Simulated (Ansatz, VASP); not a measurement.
**ZnS in VASP and in Ansatz**

File POSCAR:

```
ZnS
1.0
    0.0000000000      2.7046500000      2.7046500000
    2.7046500000      0.0000000000      2.7046500000
    2.7046500000      2.7046500000      0.0000000000
Zn S
1 1
Direct
   -0.0466956432     -0.0466956432     -0.0466956432
    0.7500000000      0.7500000000      0.7500000000
```

File INCAR.step1:

```
SYSTEM = ZnS
  PREC = Accurate
  ENCUT = 520
  ISMEAR = 0
  SIGMA = 0.05
  LREAL = .False.
  LASPH = .True.
  NELM = 60
  NBANDS = 16
  GGA = PE
  ALGO = Normal
  EDIFF = 1E-4
  LWAVE = .True.
  LCHARG = .False.
```

INCAR.step2

```
SYSTEM = ZnS
  PREC = Accurate
  ENCUT = 520
  EDIFF = 1E-7
  ISMEAR = 0
  SIGMA = 0.05
  LREAL = .False.
  LASPH = .True.
  NELM = 60
  ALGO = Normal
  ISIF = 2
  LWAVE = .False.
  LCHARG = .True.
  METAGGA = R2SCAN
  LMIXTAU = .True.
  LELF = .True.
  LVHAR = .True.
  NBANDS = 16
  ISTART = 1
```

Contents of KPOINTS:

```
Automatic mesh
0
Gamma
  8 8 8
  0 0 0
```

Input for Ansatz:

```yaml
crystal:
  lattice:
    - [0.0, 2.70465, 2.70465]
    - [2.70465, 0.0, 2.70465]
    - [2.70465, 2.70465, 0.0]
  atoms:
    - { symbol: Zn, position: [-0.0466956432, -0.0466956432, -0.0466956432] }
    - { symbol: S, position: [0.75, 0.75, 0.75] }
basis:
  ecutwfc: 500
kpoints:
  mp_grid: { grid: [8, 8, 8] }
hamiltonian:
  xc: r2scan
scf:
  occupations: { method: gaussian, width: 0.05 }
output:
  forces: true
  stress: true
  eigenvalues: true
```

Change from the starting cell: all Zn atoms moved +0.438 Å, as atom 1 towards its neighbour atom 2 (S) at 2.342 Å.

Alike in both runs: task single point; functional r2SCAN; k mesh 8 × 8 × 8; occupations gaussian, width 0.05 eV; no spin polarisation.

|  | VASP | Ansatz |
| --- | --- | --- |
| version | VASP 6.6.1 | Ansatz 0.2.0 |
| potentials or method | VASP PAW PBE potentials, release 64 (Zn, S), cutoff 520 eV | scalar-relativistic, plane waves, PAW |
| valence electrons in the cell | 18 | 18 |

|  | VASP | Ansatz | Ansatz less VASP |
| --- | --- | --- | --- |
| gap on the k mesh at the Fermi level (eV) | 2.51 | 2.50 | -0.010 |
| least direct gap on the mesh (eV) | 2.51 | 2.50 | -0.010 |
| pressure (GPa) | 11.2 | 10.8 | -0.36 |
| traceless stress, the component that is largest in VASP (GPa) | 15.50 | 15.24 | -0.267 |
| rms of the force components (eV/Å) | 4.083 | 4.036 | -0.0466 |

VASP's potentials were made for PBE, not for r2SCAN. Atom by atom the forces differ by 0.047 eV/Å (rms over components).
